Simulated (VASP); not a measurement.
Wanted: the native input for a VASP 6.6.1 run.

| Item | Value |
| --- | --- |
| Task | single point |
| Functional | PBE |
| Potentials or basis | VASP PAW PBE potentials, release 64 (Mg, O, F) |
| Cutoff | 520 eV |
| k mesh | 2 × 2 × 2, shifted |
| Occupations | fermi-dirac, width 0.01 eV |
| Spin | collinear spin |
| Fixed moment | 1 μB |
| Dipole correction | no |
| Further INCAR settings | LREAL = Auto; ALGO = Normal; EDIFF = 1e-07; NBANDS = 94 |

The structure of Mg16O16F (a cell with a defect) lies in POSCAR:

```
Mg16O16F
1.0
   -4.2543812300      4.2543812300      4.2543812300
    4.2543812300     -4.2543812300      4.2543812300
    4.2543812300      4.2543812300     -4.2543812300
Mg O F
16 16 1
Direct
    0.0029745800      0.0035080700      0.0074724800
    0.0048747200      0.2481867600      0.7493489400
    0.0044799900      0.5050194400      0.5053630000
    0.0067702500      0.7631079500      0.2661658100
    0.2477929900      0.0054066400      0.7494870400
    0.2619026300      0.2624042900      0.4979394500
    0.2307962900      0.5129604500      0.2400446300
    0.2545751700      0.7551848400      0.0059085100
    0.5040562900      0.0045956400      0.5053632100
    0.5125585800      0.2313459900      0.2401946500
    0.5076772400      0.5082104500      0.0074736100
    0.4967872900      0.7818605000      0.7749352000
    0.7626584700      0.0076197700      0.2665658000
    0.7544361800      0.2550463000      0.0059089500
    0.7812133300      0.4965389300      0.7740395300
    0.7392471100      0.7397487400      0.4979400000
    0.0069922000      0.0074954000      0.5107760600
   -0.0033093200      0.2556526100      0.2542048100
    0.0057428700      0.5027787000      0.0048090700
    0.0042392400      0.7507639700      0.7547584700
    0.2549520400     -0.0027556100      0.2541726200
    0.2421309000      0.2428428900     -0.0187381000
    0.2537809600      0.5083520100      0.7548843500
    0.2548856800      0.7566446700      0.5078174800
    0.5018764200      0.0062765700      0.0044397800
    0.5077066000      0.2542336200      0.7547573000
    0.4310023800      0.4317006400      0.3589892000
    0.5022640200      0.7612268400      0.2542043500
    0.7502453800      0.0048183200      0.7548852500
    0.7561063200      0.2552133900      0.5076067400
    0.7606409300      0.5029326700      0.2541722700
    0.7747254700      0.7757875600      0.0468006600
    0.5895626200      0.5898481200      0.6756882400
```

The input as run:

INCAR

```
SYSTEM = Mg16O16F
PREC = Accurate ; ENCUT = 520
EDIFF = 1E-7 ; ISMEAR = -1
SIGMA = 0.01 ; LREAL = Auto
LASPH = .TRUE. ; NELM = 150
ALGO = Normal ; ISIF = 2
LWAVE = .FALSE. ; LCHARG = .FALSE.
ISPIN = 2 ; MAGMOM = 0 0 0 0 0 0 0 0 0 0 0 0 0 0 0 0 0.02 0 0 0 0 0.19 0 0 0 0 0.58 0 0 0 0 0.05 0.18
LORBIT = 11 ; NUPDOWN = 1.0
GGA = PE ; NBANDS = 94
LUSENCCL = .FALSE.
```

KPOINTS

```
Automatic mesh
0
Gamma
  2 2 2
  0.5 0.5 0.5
```

Potentials or basis: VASP PAW PBE potentials, release 64 (Mg, O, F).

Run with:

```sh
$ cat potpaw_PBE.64/Mg/POTCAR potpaw_PBE.64/O/POTCAR potpaw_PBE.64/F/POTCAR > POTCAR
$ mpirun -np 1 vasp_std > vasp.out
```

It gave:

The pressure is 8.3 GPa, the largest force is 0.159 eV/Å and the net moment is 1.00 μB per cell. The site moments are Mg -0.00, +0.00 (each value once); O +0.01, -0.00, +0.00, +0.16, +0.52, +0.04 (each value once); F +0.16 μB. The valence electrons inside the program's atomic spheres are Mg 0.37, 0.41, 0.40, 0.42, 0.35, 0.48, 0.47 (each value once); O 5.10, 5.09, 5.14, 5.08, 5.06 (each value once); F 6.20.

Caveat: the k points lie up to 0.52 Å⁻¹ apart; the total moment is fixed, so each spin has its own Fermi level and the state may be an excited one.

Wall time 2.3 min on 1 × NVIDIA H100 80GB with 1 thread of AMD EPYC 7R13 Processor (Zen 3), with other jobs on the host, peak memory 1.5 GiB.
